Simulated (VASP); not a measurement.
Here is a VASP 6.6.1 calculation.

Contents of INCAR:

```
SYSTEM = LiTlF4
PREC = Accurate ; ENCUT = 520
EDIFF = 1E-7 ; ISMEAR = 0
SIGMA = 0.1 ; LREAL = .FALSE.
LASPH = .TRUE. ; NELM = 80
ALGO = Normal ; ISIF = 2
LWAVE = .FALSE. ; LCHARG = .TRUE.
GGA = PE ; LELF = .TRUE.
LVHAR = .TRUE. ; NBANDS = 56
```

Contents of KPOINTS:

```
Automatic mesh
0
G
  6 2 4
  0 0 0
```

The input POSCAR:

```
LiTlF4
1.0
    3.7991252615      0.0000000000      0.0000000000
    0.0000000000      7.7379916566      0.0000000000
   -1.5085133190      0.0000000000      5.2627975436
Li Tl F
2 2 8
Direct
    0.1731654865      0.7500000000      0.9053888661
    0.8268345135      0.2500000000      0.0946111339
    0.5000000000      0.5000000000      0.5000000000
    0.5000000000      0.0000000000      0.5000000000
    0.8826197705      0.4818205024      0.2536815447
    0.8826197705      0.0181794976      0.2536815447
    0.6233214160      0.7500000000      0.7573466485
    0.6235610291      0.2500000000      0.7378558707
    0.1173802295      0.5181794976      0.7463184553
    0.1173802295      0.9818205024      0.7463184553
    0.3764389709      0.7500000000      0.2621441293
    0.3766785840      0.2500000000      0.2426533515
```

Potentials or basis: VASP PAW PBE potentials, release 64 (Li_sv, Tl_d, F).

Command:

```console
$ cat potpaw_PBE.64/Li_sv/POTCAR potpaw_PBE.64/Tl_d/POTCAR potpaw_PBE.64/F/POTCAR > POTCAR
$ mpirun -np 1 vasp_std > vasp.out
```

Q: Estimate the largest force.

A: 0.018 eV/Å.

Q: Predict the band gap on the k mesh.

A: 1.95 eV (least direct gap 2.18 eV).

Forces on the atoms (eV/Å):
```
Li   0.005  0.000 -0.002
Li  -0.005  0.000  0.002
Tl   0.000  0.000  0.000
Tl   0.000  0.000  0.000
F    0.015 -0.001 -0.009
F    0.015  0.001 -0.009
F   -0.003  0.000  0.015
F   -0.001  0.000  0.014
F   -0.015  0.001  0.009
F   -0.015 -0.001  0.009
F    0.001  0.000 -0.014
F    0.003  0.000 -0.015
```

Caveat: spin-orbit coupling is left out, which moves the levels of the heavy elements. A k mesh can miss the band edges.
